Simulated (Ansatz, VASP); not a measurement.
**Ag: VASP beside Ansatz**

```
Ag
1.0
     0.00000    1.87201    2.43361
     1.87201    0.00000    2.43361
     1.87201    1.87201    0.00000
Ag
1
Cartesian
  0.0000 0.0000 0.0000
```

Alike in both runs: task single point; functional PBE; k mesh 22 × 22 × 22; occupations gaussian, width 0.15 eV; no spin polarisation.

```csv
,VASP,Ansatz
version,VASP 6.6.1,Ansatz 0.2.0
potentials or method,"VASP PAW PBE potentials, release 64 (Ag), cutoff 520 eV","scalar-relativistic, plane waves, PAW"
valence electrons in the cell,11,19
```

Ansatz gave:

```
gap on the k mesh at the Fermi level (eV)                     : none
pressure (GPa)                                                : 9.4
traceless stress, the component that is largest in VASP (GPa) : -13.70
```

Q: Estimate VASP's values.

A: gap on the k mesh at the Fermi level (eV): none; pressure (GPa): 9.2; traceless stress, the component that is largest in VASP (GPa): -13.57.

A gap of «none» marks a metal or a gap that the smearing closes. VASP's potentials hold 11 valence electrons a cell and Ansatz's 19, so a difference there can come from the potentials and not from the codes.
